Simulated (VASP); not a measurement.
Here is a VASP 6.6.1 calculation.

INCAR

```
PREC = Accurate
ENCUT = 500
EDIFF = 1E-6
ISMEAR = 0
SIGMA = 0.1
LREAL = F
LASPH = T
NELM = 200
ALGO = Normal
ISIF = 2
LWAVE = F
LCHARG = F
ISPIN = 2
MAGMOM = 0.19 -0.01
LORBIT = 11
NUPDOWN = 0.25
LMAXMIX = 4
GGA = PE
NBANDS = 20
GGA_COMPAT = F
```

File KPOINTS:

```
regular mesh
0
Gamma
  12 12 12
```

Contents of POSCAR:

```
NbAs
1.0
    0.0000000000      2.9067815048      2.9067815048
    2.9067815048      0.0000000000      2.9067815048
    2.9067815048      2.9067815048      0.0000000000
Nb As
1 1
Direct
    0.0000000000      0.0000000000      0.0000000000
    0.2500000000      0.2500000000      0.2500000000
```

Potentials or basis: VASP PAW PBE potentials, release 64 (Nb_sv, As).

Command:

```console
$ cat potpaw_PBE.64/Nb_sv/POTCAR potpaw_PBE.64/As/POTCAR > POTCAR
$ mpirun -np 1 vasp_std > vasp.out
```

Q: Predict the pressure.

A: 0.2 GPa.

Caveat: the total moment is fixed, so each spin has its own Fermi level.
